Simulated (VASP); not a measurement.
# V in VASP: further runs

Aim: see how the results for V move with the level of theory and the settings. Levels: HSE06, PBEsol+D3(BJ), BLYP. Tasks: single point, relaxation of cell and atoms.

Everything below comes from runs of VASP 6.6.1. Logs are shortened: lines on timing, memory, paths and dates and some standing lists are left out, and cuts for length are marked.

### Step 1. The cell of the first run

The structure is cubic, space group Im-3m (No. 229). The conventional cell has a = 2.985 Å, b = 2.985 Å, c = 2.985 Å, α = 90.00°, β = 90.00°, γ = 90.00°. Within 3.4 Å of V (site symmetry m-3m) lie 14 V at 2.59 to 2.98 Å.

### Step 2. Single point, HSE06, collinear spin, ferromagnetic start

POSCAR reads:

```
V
1.0
   -1.4924969084      1.4924969084      1.4924969084
    1.4924969084     -1.4924969084      1.4924969084
    1.4924969084      1.4924969084     -1.4924969084
V
1
Direct
    0.0000000000      0.0000000000      0.0000000000
```

INCAR.step1 reads:

```
ALGO     = Normal         # electronic algorithm
EDIFF    = 1E-5           # SCF threshold, eV
ENCUT    = 520            # plane-wave cutoff, eV
GGA      = PE             # functional
ISIF     = 2              # what is computed and relaxed
ISMEAR   = -1             # smearing method
ISPIN    = 2              # spin polarisation
LASPH    = T              # aspherical terms in the spheres
LMAXMIX  = 4              # l up to which the mixer works
LORBIT   = 11             # projections on sites
LREAL    = F              # projectors in reciprocal space
LWAVE    = T              # write WAVECAR
MAGMOM   = 2              # initial moments
NBANDS   = 16             # bands
NELM     = 150            # most SCF steps
PREC     = Accurate       # precision mode
SIGMA    = 0.05           # smearing width, eV
```

INCAR.step2 reads:

```
ALGO     = Normal         # electronic algorithm
EDIFF    = 1E-6           # SCF threshold, eV
ENCUT    = 520            # plane-wave cutoff, eV
GGA      = PE             # functional
HFSCREEN = 0.2079         # screening, 1/A
ISIF     = 2              # what is computed and relaxed
ISMEAR   = -1             # smearing method
ISPIN    = 2              # spin polarisation
ISTART   = 1            
LASPH    = T              # aspherical terms in the spheres
LCHARG   = T              # write CHGCAR
LELF     = T              # ELF
LHFCALC  = T              # exact exchange
LMAXMIX  = 4              # l up to which the mixer works
LORBIT   = 11             # projections on sites
LREAL    = F              # projectors in reciprocal space
LVHAR    = T            
LWAVE    = F              # write WAVECAR
MAGMOM   = 2              # initial moments
NBANDS   = 16             # bands
NELM     = 150            # most SCF steps
PREC     = Accurate       # precision mode
PRECFOCK = Normal       
SIGMA    = 0.05           # smearing width, eV
```

KPOINTS reads:

```
k-points
0
Gamma
  6 6 6
```

Potentials or basis: VASP PAW PBE potentials, release 64 (V_sv).

Run with:

```sh
$ cat potpaw_PBE.64/V_sv/POTCAR > POTCAR
$ cp INCAR.step1 INCAR
$ mpirun -np 1 vasp_std > vasp.out
$ cp INCAR.step2 INCAR
$ mpirun -np 1 vasp_std > vasp.out
```

OUTCAR:

```text
EDIFF = 1E-6
   ENCUT = 520
   GGA = PE
   HFSCREEN = 0.2079
   ISIF = 2
   ISMEAR = -1
   ISPIN = 2
   ISTART = 1
   LASPH = T
   LHFCALC = T
   LORBIT = 11
   LREAL = F
   NELM = 150
   PREC = Accurate
   PRECFOCK = Normal

 ion  position               nearest neighbor table
   1  0.000  0.000  0.000-

  LATTYP: Found a body centered cubic cell.
 ALAT       =     2.9849938168

  Lattice vectors:

 A1 = (  -1.4924969084,   1.4924969084,   1.4924969084)
 A2 = (   1.4924969084,  -1.4924969084,   1.4924969084)
 A3 = (   1.4924969084,   1.4924969084,  -1.4924969084)

Analysis of symmetry for initial positions (statically):
=====================================================================
 Subroutine PRICEL returns:
 Original cell was already a primitive cell.

 Routine SETGRP: Setting up the symmetry group for a
 body centered cubic supercell.

 Subroutine GETGRP returns: Found 48 space group operations
 (whereof 48 operations were pure point group operations)
 out of a pool of 48 trial point group operations.

The static configuration has the point symmetry O_h .

Analysis of symmetry for dynamics (positions and initial velocities):
=====================================================================
 Subroutine PRICEL returns:
 Original cell was already a primitive cell.

 Routine SETGRP: Setting up the symmetry group for a
 body centered cubic supercell.

 Subroutine GETGRP returns: Found 48 space group operations
 (whereof 48 operations were pure point group operations)
 out of a pool of 48 trial point group operations.

The dynamic configuration has the point symmetry O_h .

Analysis of structural, dynamic, and magnetic symmetry:
=====================================================================
 Subroutine PRICEL returns:
 Original cell was already a primitive cell.

 Routine SETGRP: Setting up the symmetry group for a
 body centered cubic supercell.

 Subroutine GETGRP returns: Found 48 space group operations
 (whereof 48 operations were pure point group operations)
 out of a pool of 48 trial point group operations.

The overall configuration has the point symmetry O_h .

 Subroutine INISYM returns: Found 48 space group operations
 (whereof 48 operations are pure point group operations),
 and found     1 'primitive' translations

----------------------------------------------------------------------------------------

                                     Primitive cell

  volume of cell :      13.2984

  direct lattice vectors                    reciprocal lattice vectors
    -1.492496908  1.492496908  1.492496908     0.000000000  0.335009069  0.335009069
     1.492496908 -1.492496908  1.492496908     0.335009069  0.000000000  0.335009069
     1.492496908  1.492496908 -1.492496908     0.335009069  0.335009069  0.000000000

  length of vectors
     2.585080475  2.585080475  2.585080475     0.473774369  0.473774369  0.473774369

  position of ions in fractional coordinates (direct lattice)
     0.000000000  0.000000000  0.000000000

  ion indices of the primitive-cell ions
   primitive index   ion index
                 1           1

----------------------------------------------------------------------------------------

 KPOINTS: k-points

Automatic generation of k-mesh.
 Grid dimensions read from file:
 generate k-points for:    6    6    6

 Generating k-lattice:

  Cartesian coordinates                     Fractional coordinates (reciprocal lattice)
     0.000000000  0.055834845  0.055834845     0.166666667  0.000000000  0.000000000
     0.055834845  0.000000000  0.055834845     0.000000000  0.166666667  0.000000000
     0.055834845  0.055834845  0.000000000     0.000000000  0.000000000  0.166666667

  Length of vectors
     0.078962395  0.078962395  0.078962395

  Shift w.r.t. Gamma in fractional coordinates (k-lattice)
     0.000000000  0.000000000  0.000000000

 Subroutine IBZKPT returns following result:
 ===========================================

 Found     16 irreducible k-points:

 Following reciprocal coordinates:
            Coordinates               Weight
  0.000000  0.000000  0.000000      1.000000
  0.166667  0.000000  0.000000     12.000000
  0.333333  0.000000  0.000000     12.000000
  0.500000  0.000000  0.000000      6.000000
  0.166667  0.166667  0.000000     24.000000
  0.333333  0.166667  0.000000     48.000000
[... 8 lines left out ...]
  0.500000  0.500000  0.333333     12.000000
  0.500000  0.500000  0.500000      1.000000
   k-points           NKPTS =     16   k-points in BZ     NKDIM =    216   number of bands    NBANDS=     16
   number of dos      NEDOS =    301   number of ions     NIONS =      1
   total plane-waves  NPLWV =   8000
   dimension x,y,z NGX =    20 NGY =   20 NGZ =   20
   dimension x,y,z NGXF=    40 NGYF=   40 NGZF=   40
   ions per type =               1
   NGX,Y,Z   is equivalent  to a cutoff of  12.86, 12.86, 12.86 a.u.
   NGXF,Y,Z  is equivalent  to a cutoff of  25.72, 25.72, 25.72 a.u.
 SYSTEM =  unknown system
   PREC   = accura    normal or accurate (medium, high low for compatibility)
   ISTART =      1    job   : 0-new  1-cont  2-samecut
   ICHARG =      0    charge: 1-file 2-atom 10-const
   ISPIN  =      2    spin polarized calculation?
   LNONCOLLINEAR =      F non collinear calculations
   LSORBIT =      F    spin-orbit coupling
   LASPH  =      T    aspherical Exc in radial PAW
   ENCUT  =  520.0 eV  38.22 Ry    6.18 a.u.   4.81  4.81  4.81*2*pi/ulx,y,z
   NELM   =    150;   NELMIN=  2; NELMDL=  0     # of ELM steps
   EDIFF  = 0.1E-05   stopping-criterion for ELM
   LREAL  =      F    real-space projection
   EDIFFG = 0.1E-04   stopping-criterion for IOM
   NSW    =      0    number of steps for IOM
   IBRION =     -1    ionic relax: 0-MD 1-quasi-New 2-CG
   NFREE  =      0    steps in history (QN), initial steepest desc. (CG)
   ISIF   =      2    stress and relaxation
   ISYM   =      3    0-nonsym 1-usesym 2-fastsym
   POTIM  = 0.5000    time-step for ionic-motion
   TEBEG  =    0.0;   TEEND  =   0.0 temperature during run
   PSTRESS=    0.0 pullay stress
   NELECT =      13.0000    total number of electrons
   NUPDOWN=      -1.0000    fix difference up-down
   EMIN   =  10.00;   EMAX   =-10.00  energy-range for DOS
   EFERMI =   0.00;   METHOD = LEGACY
   ISMEAR =    -1;   SIGMA  =   0.05  broadening in eV -4-tet -1-fermi 0-gaus
   EFERMI_NEDOS =   21; number of points for ismear=-14 and -15
   IALGO  =     38    algorithm
   IMIX   =      1    mixing-type and parameters
     AMIX     =   0.40;   BMIX     =  1.00
     AMIX_MAG =   1.60;   BMIX_MAG =  1.00
  volume/ion in A,a.u.               =      13.30        89.74
  Fermi-wavevector in a.u.,A,eV,Ry     =   1.624760  3.070351 35.917266  2.639845
  Thomas-Fermi vector in A             =   2.717994
   LORBIT       =     11    0 simple, 1 ext, 2 COOP (PROOUT), +10 PAW based schemes
   GGA     = PE    functional components
   LHFCALC =     T    Hartree Fock is set to
   PRECFOCK=normal    Normal, Fast or Accurate (Low or Medium for compatibility)
   ENCUT4O =  -1.0   cutoff for four orbital integrals eV
   NKREDX  =     1    reduce k-point grid by
   NKREDY  =     1    reduce k-point grid by
   NKREDZ  =     1    reduce k-point grid by
   AEXX    =    0.2500 exact exchange contribution
   HFSCREEN=    0.2079 screening length (either q_TF or 0.3 A-1)
   HFSCREENC=   0.2079 screening length for correlation (either q_TF or 0.3 A-1)
   ENCUTFOCK=  -1.0 apply spherical cutoff to Coloumb kernel
   IVDW    =     0    specifies the selected vdW correction
   LEPSILON=     F    determine dielectric tensor
   LRPA    =     F    only Hartree local field effects (RPA)
 spin polarized calculation
  energy-cutoff  :      520.00
  volume of cell :       13.30
 maximum number of plane-waves:       370
  NGX = 16; NGY = 16; NGZ = 16

 number of electron      12.9999991 magnetization       0.7763034

 Free energy of the ion-electron system (eV)
  ---------------------------------------------------
  ext. energy  EPLUGINS =         0.00000000
  ---------------------------------------------------
  free energy    TOTEN  =       -10.91352254 eV

  energy without entropy =      -10.90493232  energy(sigma->0) =      -10.90922743

 E-fermi :   9.9651     XC(G=0): -10.5874

 val. band max:        9.8134877725   @ k =   0.1667   0.1667   0.0000
 cond. band min:       9.9990898616   @ k =   0.3333   0.1667   0.0000
 fundamental gap:      0.1856020891
 Fermi energy:         9.9650614079

 spin component 1

 k-point     1 :       0.0000    0.0000    0.0000
  band No.  band energies     occupation
      1     -59.4032      1.00000
      2     -30.9977      1.00000
      3     -30.9977      1.00000
      4     -30.9977      1.00000
      5       1.6575      1.00000
      6       9.3941      0.99999
[... 8 lines left out ...]
     15      38.9749      0.00000
     16      43.1859      0.00000
[... 267 lines left out ...]
 k-point    16 :       0.5000    0.5000    0.5000
  band No.  band energies     occupation
      1     -59.0206      1.00000
      2     -31.6937      1.00000
      3     -31.6937      1.00000
      4     -31.6937      1.00000
      5       6.0790      1.00000
      6       6.0791      1.00000
[... 8 lines left out ...]
     15      33.0863      0.00000
     16      43.1602      0.00000
 Fermi energy:         9.9650614079

 spin component 2

 k-point     1 :       0.0000    0.0000    0.0000
  band No.  band energies     occupation
      1     -58.6637      1.00000
      2     -30.2055      1.00000
      3     -30.2055      1.00000
      4     -30.2055      1.00000
      5       2.2685      1.00000
      6      11.4817      0.00000
[... 8 lines left out ...]
     15      39.0637      0.00000
     16      44.1059      0.00000
[... 267 lines left out ...]
 k-point    16 :       0.5000    0.5000    0.5000
  band No.  band energies     occupation
      1     -58.2949      1.00000
      2     -30.8643      1.00000
      3     -30.8643      1.00000
      4     -30.8643      1.00000
      5       6.2514      1.00000
      6       6.2514      1.00000
[... 8 lines left out ...]
     15      33.3135      0.00000
     16      44.2307      0.00000

------------------------ aborting loop because EDIFF is reached ----------------------------------------

  FORCE on cell =-STRESS in cart. coord.  units (eV):
  Direction    XX          YY          ZZ          XY          YZ          ZX
  --------------------------------------------------------------------------------------
  -------------------------------------------------------------------------------------
  Total        0.0677859      0.0677859      0.0677859     -0.0000000      0.0000000     -0.0000000
  in kB        8.1667511      8.1667511      8.1667511     -0.0000000      0.0000000     -0.0000000
  external PRESSURE =       8.1667511 kB  Pullay stress =       0.0000000 kB

 VOLUME and BASIS-vectors are now :
 -----------------------------------------------------------------------------
  energy-cutoff  :      520.00
  volume of cell :       13.30
      direct lattice vectors                 reciprocal lattice vectors
    -1.492496908  1.492496908  1.492496908     0.000000000  0.335009069  0.335009069
     1.492496908 -1.492496908  1.492496908     0.335009069  0.000000000  0.335009069
     1.492496908  1.492496908 -1.492496908     0.335009069  0.335009069  0.000000000

 POSITION                                       TOTAL-FORCE (eV/Angst)
 -----------------------------------------------------------------------------------
      0.00000      0.00000      0.00000         0.000000     -0.000000      0.000000
 -----------------------------------------------------------------------------------
    total drift:                               -0.000000     -0.000000      0.000000

  FREE ENERGIE OF THE ION-ELECTRON SYSTEM (eV)
  ---------------------------------------------------
  free  energy   TOTEN  =       -10.9135225380 eV

  energy  without entropy=      -10.9049323191  energy(sigma->0) =      -10.90922743

 total charge

# of ion       s       p       d       tot
------------------------------------------
    1        2.348   6.262   3.005  11.615

 magnetization (x)

# of ion       s       p       d       tot
------------------------------------------
    1        0.008   0.047   0.616   0.671
```

Run time: 13 min. Hardware: 1 thread of AMD EPYC 9R45 (Zen 5), shared host; peak memory 0.2 GiB.

Results:

```yaml
Free_energy: -10.9135 eV
Pressure: 0.8 GPa
Net_moment: 0.78 μB per cell
Site_moments: V +0.67 μB
Valence_electrons_inside_the_program's_atomic_spheres: V 11.62
```

Caveat: the k points lie up to 0.50 Å⁻¹ apart; the PAW data sets were made with another functional, which shifts forces and pressure a little.

### Step 3. Single point, PBEsol+D3(BJ), collinear spin, ferromagnetic start

This run uses another cell than the first one, of 12.36 Å³/atom.

INCAR reads:

```
PREC = Accurate
ENCUT = 520
EDIFF = 1E-6
ISMEAR = -1
SIGMA = 0.05
LREAL = False
LASPH = True
NELM = 150
ALGO = Normal
ISIF = 2
LWAVE = False
LCHARG = False
ISPIN = 2
MAGMOM = 2
LORBIT = 11
LMAXMIX = 4
GGA = PS
IVDW = 12
NBANDS = 16
```

KPOINTS reads:

```
Automatic mesh
0
Gamma
  12 12 12
```

POSCAR reads:

```
V
1.0
   -1.4567100514      1.4567100514      1.4567100514
    1.4567100514     -1.4567100514      1.4567100514
    1.4567100514      1.4567100514     -1.4567100514
V
1
Direct
    0.0000000000      0.0000000000      0.0000000000
```

Potentials or basis: VASP PAW PBE potentials, release 64 (V_sv).

Run with:

```sh
$ cat potpaw_PBE.64/V_sv/POTCAR > POTCAR
$ mpirun -np 1 vasp_std > vasp.out
```

OUTCAR:

```text
PREC = Accurate
   ENCUT = 520
   EDIFF = 1E-6
   ISMEAR = -1
   LREAL = False
   LASPH = True
   NELM = 150
   ISIF = 2
   ISPIN = 2
   LORBIT = 11
   GGA = PS
   IVDW = 12
 IVDW          = 12

 ion  position               nearest neighbor table
   1  0.000  0.000  0.000-

  LATTYP: Found a body centered cubic cell.
 ALAT       =     2.9134201028

  Lattice vectors:

 A1 = (  -1.4567100514,   1.4567100514,   1.4567100514)
 A2 = (   1.4567100514,  -1.4567100514,   1.4567100514)
[... 1122 lines left out ...]
  --------------------------------------------------------------------------------------
  -------------------------------------------------------------------------------------
  Total       0.02440     0.02440     0.02440     0.00000    -0.00000     0.00000
  in kB       3.16181     3.16181     3.16181     0.00000    -0.00000     0.00000
  external pressure =        3.16 kB  Pullay stress =        0.00 kB

 VOLUME and BASIS-vectors are now :
 -----------------------------------------------------------------------------
  energy-cutoff  :      520.00
  volume of cell :       12.36
      direct lattice vectors                 reciprocal lattice vectors
    -1.456710051  1.456710051  1.456710051     0.000000000  0.343239205  0.343239205
     1.456710051 -1.456710051  1.456710051     0.343239205  0.000000000  0.343239205
     1.456710051  1.456710051 -1.456710051     0.343239205  0.343239205  0.000000000

 POSITION                                       TOTAL-FORCE (eV/Angst)
 -----------------------------------------------------------------------------------
      0.00000      0.00000      0.00000         0.000000     -0.000000      0.000000
 -----------------------------------------------------------------------------------
    total drift:                                0.000000     -0.000000      0.000000

  FREE ENERGIE OF THE ION-ELECTRON SYSTEM (eV)
  ---------------------------------------------------
  free  energy   TOTEN  =       -10.3394335320 eV

  energy  without entropy=      -10.3231279476  energy(sigma->0) =      -10.33128074

 total charge

# of ion       s       p       d       tot
------------------------------------------
    1        2.370   6.248   3.205  11.823

 magnetization (x)

# of ion       s       p       d       tot
------------------------------------------
    1        0.000   0.000   0.002   0.002
```

Wall time 27 s (1 thread of Intel Xeon Platinum 8375C at 2.90GHz (Ice Lake), shared host); peak memory 0.15 GiB.

Results:

| Item | Value |
| --- | --- |
| Free energy | -10.3394 eV |
| Pressure | 0.3 GPa |
| Net moment | 0.00 μB per cell |
| Valence electrons inside the program's atomic spheres | V 11.82 |
| Dispersion energy per atom | -0.720 eV |

Levels at points of the mesh, in eV from the Fermi level:
Spin up:
```csv
k point,band 3,band 4,band 5,band 6,band 7,band 8,band 9,band 10
"(0.00, 0.00, 0.00)",-36.61,-36.61,-6.77,0.43,0.43,0.43,2.67,2.67
"(0.50, 0.00, 0.00)",-36.98,-36.62,-3.49,-1.31,1.98,2.70,3.09,4.64
"(0.50, 0.50, 0.50)",-37.41,-37.41,-3.43,-3.43,4.19,4.19,4.19,11.02
```
Spin down:
| k point | band 4 | band 5 | band 6 | band 7 | band 8 | band 9 |
| --- | --- | --- | --- | --- | --- | --- |
| (0.00, 0.00, 0.00) | -36.61 | -6.77 | 0.43 | 0.43 | 0.43 | 2.67 |
| (0.50, 0.00, 0.00) | -36.62 | -3.49 | -1.31 | 1.98 | 2.70 | 3.09 |
| (0.50, 0.50, 0.50) | -37.41 | -3.42 | -3.42 | 4.19 | 4.19 | 4.19 |

Caveat: the PAW data sets were made with another functional, which shifts forces and pressure a little.

(Part 1 of 2 ends here.)
